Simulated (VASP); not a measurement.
# RbBr (Fm-3m) in VASP: further runs, part 2 of 2

VASP 6.6.1. Earlier steps stand in the parts before.

### 4 Single point, r2SCAN

This run uses another cell than the first one, of 22.70 Å³/atom.

File POSCAR:

```
RbBr
1.0
    0.0000000000      2.8315336397      2.8315336397
    2.8315336397      0.0000000000      2.8315336397
    2.8315336397      2.8315336397      0.0000000000
Rb Br
1 1
Direct
    0.0000000000      0.0000000000      0.0000000000
    0.5000000000      0.5000000000      0.5000000000
```

File INCAR.step1:

```
  PREC = Accurate
  ENCUT = 520
  ISMEAR = -1
  SIGMA = 0.03
  LREAL = False
  LASPH = True
  NELM = 80
  NBANDS = 15
  GGA = PE
  ALGO = Normal
  EDIFF = 1E-4
  LWAVE = True
  LCHARG = False
```

File INCAR.step2:

```
  PREC = Accurate
  ENCUT = 520
  EDIFF = 1E-6
  ISMEAR = -1
  SIGMA = 0.03
  LREAL = False
  LASPH = True
  NELM = 80
  ALGO = Normal
  ISIF = 2
  LWAVE = False
  LCHARG = False
  METAGGA = R2SCAN
  LMIXTAU = True
  NBANDS = 15
  ISTART = 1
```

File KPOINTS:

```
Automatic mesh
0
Gamma
  7 7 7
```

Potentials or basis: VASP PAW PBE potentials, release 64 (Rb_sv, Br).

Started as:

```sh
cat potpaw_PBE.64/Rb_sv/POTCAR potpaw_PBE.64/Br/POTCAR > POTCAR
cp INCAR.step1 INCAR
mpirun -np 1 vasp_std > vasp.out
cp INCAR.step2 INCAR
mpirun -np 1 vasp_std > vasp.out
```

OUTCAR:

```text
PREC = Accurate
   ENCUT = 520
   EDIFF = 1E-6
   ISMEAR = -1
   LREAL = False
   LASPH = True
   NELM = 80
   ISIF = 2
   METAGGA = R2SCAN
   ISTART = 1

 ion  position               nearest neighbor table
   1  0.000  0.000  0.000-   2 2.83   2 2.83   2 2.83   2 2.83   2 2.83   2 2.83
   2  0.500  0.500  0.500-   1 2.83   1 2.83   1 2.83   1 2.83   1 2.83   1 2.83

  LATTYP: Found a face centered cubic cell.
 ALAT       =     5.6630672794

  Lattice vectors:

 A1 = (   0.0000000000,   2.8315336397,   2.8315336397)
 A2 = (   2.8315336397,   0.0000000000,   2.8315336397)
 A3 = (   2.8315336397,   2.8315336397,   0.0000000000)

Analysis of symmetry for initial positions (statically):
=====================================================================
 Subroutine PRICEL returns:
 Original cell was already a primitive cell.

 Routine SETGRP: Setting up the symmetry group for a
 face centered cubic supercell.

 Subroutine GETGRP returns: Found 48 space group operations
 (whereof 48 operations were pure point group operations)
 out of a pool of 48 trial point group operations.

The static configuration has the point symmetry O_h .

Analysis of symmetry for dynamics (positions and initial velocities):
=====================================================================
 Subroutine PRICEL returns:
 Original cell was already a primitive cell.

 Routine SETGRP: Setting up the symmetry group for a
 face centered cubic supercell.

 Subroutine GETGRP returns: Found 48 space group operations
 (whereof 48 operations were pure point group operations)
 out of a pool of 48 trial point group operations.

The dynamic configuration has the point symmetry O_h .

 Subroutine INISYM returns: Found 48 space group operations
 (whereof 48 operations are pure point group operations),
 and found     1 'primitive' translations

----------------------------------------------------------------------------------------

                                     Primitive cell

  volume of cell :      45.4041

  direct lattice vectors                    reciprocal lattice vectors
     0.000000000  2.831533640  2.831533640    -0.176582751  0.176582751  0.176582751
     2.831533640  0.000000000  2.831533640     0.176582751 -0.176582751  0.176582751
     2.831533640  2.831533640  0.000000000     0.176582751  0.176582751 -0.176582751

  length of vectors
     4.004393276  4.004393276  4.004393276     0.305850297  0.305850297  0.305850297

  position of ions in fractional coordinates (direct lattice)
     0.000000000  0.000000000  0.000000000
     0.500000000  0.500000000  0.500000000

  ion indices of the primitive-cell ions
   primitive index   ion index
                 1           1
                 2           2

----------------------------------------------------------------------------------------

 KPOINTS: Automatic mesh

Automatic generation of k-mesh.
 Grid dimensions read from file:
 generate k-points for:    7    7    7

 Generating k-lattice:

  Cartesian coordinates                     Fractional coordinates (reciprocal lattice)
    -0.025226107  0.025226107  0.025226107     0.142857143  0.000000000  0.000000000
     0.025226107 -0.025226107  0.025226107     0.000000000  0.142857143  0.000000000
     0.025226107  0.025226107 -0.025226107     0.000000000  0.000000000  0.142857143

  Length of vectors
     0.043692900  0.043692900  0.043692900

  Shift w.r.t. Gamma in fractional coordinates (k-lattice)
     0.000000000  0.000000000  0.000000000

 Subroutine IBZKPT returns following result:
 ===========================================

 Found     20 irreducible k-points:

 Following reciprocal coordinates:
            Coordinates               Weight
  0.000000  0.000000  0.000000      1.000000
  0.142857  0.000000  0.000000      8.000000
  0.285714  0.000000  0.000000      8.000000
  0.428571  0.000000  0.000000      8.000000
  0.142857  0.142857  0.000000      6.000000
  0.285714  0.142857  0.000000     24.000000
[... 12 lines left out ...]
 -0.428571  0.428571  0.142857     24.000000
 -0.285714  0.428571  0.142857     24.000000
   k-points           NKPTS =     20   k-points in BZ     NKDIM =     20   number of bands    NBANDS=     15
   number of dos      NEDOS =    301   number of ions     NIONS =      2
   total plane-waves  NPLWV =  27000
   dimension x,y,z NGX =    30 NGY =   30 NGZ =   30
   dimension x,y,z NGXF=    60 NGYF=   60 NGZF=   60
   ions per type =               1   1
   NGX,Y,Z   is equivalent  to a cutoff of  12.45, 12.45, 12.45 a.u.
   NGXF,Y,Z  is equivalent  to a cutoff of  24.91, 24.91, 24.91 a.u.
 SYSTEM =  unknown system
   PREC   = accura    normal or accurate (medium, high low for compatibility)
   ISTART =      1    job   : 0-new  1-cont  2-samecut
   ICHARG =      0    charge: 1-file 2-atom 10-const
   ISPIN  =      1    spin polarized calculation?
   LNONCOLLINEAR =      F non collinear calculations
   LSORBIT =      F    spin-orbit coupling
   LASPH  =      T    aspherical Exc in radial PAW
   ENCUT  =  520.0 eV  38.22 Ry    6.18 a.u.   7.45  7.45  7.45*2*pi/ulx,y,z
   NELM   =     80;   NELMIN=  2; NELMDL=  0     # of ELM steps
   EDIFF  = 0.1E-05   stopping-criterion for ELM
   LREAL  =      F    real-space projection
[... 7 lines left out ...]
   TEBEG  =    0.0;   TEEND  =   0.0 temperature during run
   PSTRESS=    0.0 pullay stress
   NELECT =      16.0000    total number of electrons
   NUPDOWN=      -1.0000    fix difference up-down
   EMIN   =  10.00;   EMAX   =-10.00  energy-range for DOS
   EFERMI =   0.00;   METHOD = LEGACY
   ISMEAR =    -1;   SIGMA  =   0.03  broadening in eV -4-tet -1-fermi 0-gaus
   EFERMI_NEDOS =   21; number of points for ismear=-14 and -15
   IALGO  =     38    algorithm
   IMIX   =      4    mixing-type and parameters
     AMIX     =   0.40;   BMIX     =  1.00
     AMIX_MAG =   1.60;   BMIX_MAG =  1.00
  volume/ion in A,a.u.               =      22.70       153.20
  Fermi-wavevector in a.u.,A,eV,Ry     =   1.156333  2.185153 18.192447  1.337107
  Thomas-Fermi vector in A             =   2.292955
   LORBIT       =      0    0 simple, 1 ext, 2 COOP (PROOUT), +10 PAW based schemes
   METAGGA = R2SCAN    functional components
   LHFCALC =     F    Hartree Fock is set to
   AEXX    =    0.0000 exact exchange contribution
   IVDW    =     0    specifies the selected vdW correction
   LEPSILON=     F    determine dielectric tensor
   LRPA    =     F    only Hartree local field effects (RPA)
 non-spin polarized calculation
  energy-cutoff  :      520.00
  volume of cell :       45.40
 maximum number of plane-waves:      1243
 NGX is ok and might be reduce to    30
   NGX = 15   NGY = 15   NGZ = 15

 number of electron      16.0000002 magnetization

 Free energy of the ion-electron system (eV)
  ---------------------------------------------------
  ext. energy  EPLUGINS =         0.00000000
  ---------------------------------------------------
  free energy    TOTEN  =       -28.63054372 eV

  energy without entropy =      -28.63054372  energy(sigma->0) =      -28.63054372

 E-fermi :   2.0555     XC(G=0): -10.3431

 val. band max:        1.3852385547   @ k =   0.4286   0.4286   0.0000
 cond. band min:       5.8544668577   @ k =   0.4286   0.4286   0.0000
 fundamental gap:      4.4692283030
 Fermi energy:         2.0555496270

 k-point     1 :       0.0000    0.0000    0.0000
  band No.  band energies     occupation
      1     -23.4751      2.00000
      2     -12.2702      2.00000
      3      -6.9596      2.00000
      4      -6.9596      2.00000
      5      -6.9596      2.00000
      6       1.3060      2.00000
      7       1.3060      2.00000
      8       1.3060      2.00000
      9       8.5034      0.00000
     10       8.5034      0.00000
     11       8.5034      0.00000
     12       8.5040      0.00000
     13      10.1157      0.00000
     14      10.1157      0.00000
     15      13.5127      0.00000
[... 325 lines left out ...]
 k-point    20 :      -0.2857    0.4286    0.1429
  band No.  band energies     occupation
      1     -23.2440      2.00000
      2     -12.5862      2.00000
      3      -7.9866      2.00000
      4      -7.6718      2.00000
      5      -6.6602      2.00000
      6      -0.1709      2.00000
      7       0.9718      2.00000
      8       1.2190      2.00000
      9       8.3044      0.00000
     10       9.6626      0.00000
     11      12.8228      0.00000
     12      13.3410      0.00000
     13      14.2094      0.00000
     14      16.0839      0.00000
     15      16.7903      0.00000

------------------------ aborting loop because EDIFF is reached ----------------------------------------

  FORCE on cell =-STRESS in cart. coord.  units (eV):
  Direction    XX          YY          ZZ          XY          YZ          ZX
  --------------------------------------------------------------------------------------
  -------------------------------------------------------------------------------------
  Total       11.0076524     11.0076524     11.0076524      0.0000000     -0.0000000      0.0000000
  in kB      388.4276334    388.4276334    388.4276334      0.0000000     -0.0000000      0.0000000
  external PRESSURE =     388.4276334 kB  Pullay stress =       0.0000000 kB

 VOLUME and BASIS-vectors are now :
 -----------------------------------------------------------------------------
  energy-cutoff  :      520.00
  volume of cell :       45.40
      direct lattice vectors                 reciprocal lattice vectors
     0.000000000  2.831533640  2.831533640    -0.176582751  0.176582751  0.176582751
     2.831533640  0.000000000  2.831533640     0.176582751 -0.176582751  0.176582751
     2.831533640  2.831533640  0.000000000     0.176582751  0.176582751 -0.176582751

 POSITION                                       TOTAL-FORCE (eV/Angst)
 -----------------------------------------------------------------------------------
      0.00000      0.00000      0.00000        -0.000000     -0.000000     -0.000000
      2.83153      2.83153      2.83153         0.000000      0.000000      0.000000
 -----------------------------------------------------------------------------------
    total drift:                               -0.000000      0.000000      0.000000

  FREE ENERGIE OF THE ION-ELECTRON SYSTEM (eV)
  ---------------------------------------------------
  free  energy   TOTEN  =       -28.6305437166 eV

  energy  without entropy=      -28.6305437166  energy(sigma->0) =      -28.63054372
```

OUTCAR.step1:

```text
PREC = Accurate
   ENCUT = 520
   ISMEAR = -1
   LREAL = False
   LASPH = True
[... 574 lines left out ...]
      0.00000      0.00000      0.00000         0.000000      0.000000      0.000000
      2.83153      2.83153      2.83153         0.000000      0.000000     -0.000000
 -----------------------------------------------------------------------------------
    total drift:                               -0.000000      0.000000      0.000000

  FREE ENERGIE OF THE ION-ELECTRON SYSTEM (eV)
  ---------------------------------------------------
  free  energy   TOTEN  =        -3.5112095414 eV

  energy  without entropy=       -3.5112095414  energy(sigma->0) =       -3.51120954
```

Wall time 28 s (1 thread of Intel Xeon 6975P-C (Granite Rapids), shared host); peak memory 0.17 GiB.

Results:

```
Free energy            : -28.6305 eV
Pressure               : 38.8 GPa
Band gap on the k mesh : 4.47 eV
```

Levels at points of the mesh, in eV from the valence-band top:
```
           k point  band 4  band 5  band 6  band 7  band 8  band 9  band 10  band 11  band 12  band 13
(0.00, 0.00, 0.00)   -8.34   -8.34   -0.08   -0.08   -0.08    7.12     7.12     7.12     7.12     8.73
```

Caveat: the cell stands under pressure; the PAW data sets were made with another functional, which shifts forces and pressure a little; an odd mesh through Γ misses points on the zone boundary, where band edges can lie.

### 5 Single point, r2SCAN

This run uses another cell than the first one, of 41.28 Å³/atom.

File POSCAR:

```
RbBr
1.0
    0.0000000000      3.4559503595      3.4559503595
    3.4559503595      0.0000000000      3.4559503595
    3.4559503595      3.4559503595      0.0000000000
Rb Br
1 1
Direct
    0.0000000000      0.0000000000      0.0000000000
    0.5000000000      0.5000000000      0.5000000000
```

File INCAR.step1:

```
SYSTEM = RbBr
  PREC = Accurate
  ENCUT = 520
  ISMEAR = -1
  SIGMA = 0.03
  LREAL = .FALSE.
  LASPH = .TRUE.
  NELM = 100
  NBANDS = 15
  GGA = PE
  ALGO = Normal
  EDIFF = 1E-4
  LWAVE = .TRUE.
  LCHARG = .FALSE.
```

File INCAR.step2:

```
SYSTEM = RbBr
  PREC = Accurate
  ENCUT = 520
  EDIFF = 1E-6
  ISMEAR = -1
  SIGMA = 0.03
  LREAL = .FALSE.
  LASPH = .TRUE.
  NELM = 100
  ALGO = Normal
  ISIF = 2
  LWAVE = .FALSE.
  LCHARG = .FALSE.
  METAGGA = R2SCAN
  LMIXTAU = .TRUE.
  NBANDS = 15
  ISTART = 1
```

File KPOINTS:

```
Automatic mesh
0
G
  7 7 7
  0 0 0
```

Started as:

```sh
cat potpaw_PBE.64/Rb_sv/POTCAR potpaw_PBE.64/Br/POTCAR > POTCAR
cp INCAR.step1 INCAR
mpirun -np 1 vasp_std > vasp.out
cp INCAR.step2 INCAR
mpirun -np 1 vasp_std > vasp.out
```

It took 35 s on 1 thread of Intel Xeon 6975P-C (Granite Rapids), shared host; peak memory 0.22 GiB.

It converged, with:

```yaml
Free_energy: -31.1555 eV
Pressure: 0.1 GPa
Band_gap_on_the_k_mesh: 4.90 eV
```

Levels at points of the mesh, in eV from the valence-band top:
```csv
k point,band 4,band 5,band 6,band 7,band 8,band 9,band 10,band 11,band 12,band 13
"(0.00, 0.00, 0.00)",-8.74,-8.74,0.00,0.00,0.00,4.90,7.88,7.88,7.88,8.93
```

Caveat: the PAW data sets were made with another functional, which shifts forces and pressure a little; an odd mesh through Γ misses points on the zone boundary, where band edges can lie.

### 6 The runs side by side

```csv
cell,gap on the mesh (eV),pressure (GPa)
"a = 3.601 Å, angles 60.0°, 2 atoms",1.31,126.5
"a = 3.745 Å, angles 60.0°, 2 atoms",2.73,83.9
"a = 4.004 Å, angles 60.0°, 2 atoms",4.47,38.8
"a = 4.887 Å, angles 60.0°, 2 atoms",4.90,0.1
```

Alike in all rows: task single point; level r2SCAN; potentials or basis VASP PAW PBE potentials, release 64 (Rb_sv, Br); no spin polarisation; k mesh 7 × 7 × 7; cutoff (eV) 520; smearing fermi-dirac 0.03 eV.

Caveats: the PAW data sets were made with another functional, which shifts forces and pressure a little; an odd mesh through Γ misses points on the zone boundary, where band edges can lie; the cell stands under pressure (at least some runs).

Total energies depend on the potentials used, so only differences within one code and one set of settings carry meaning.
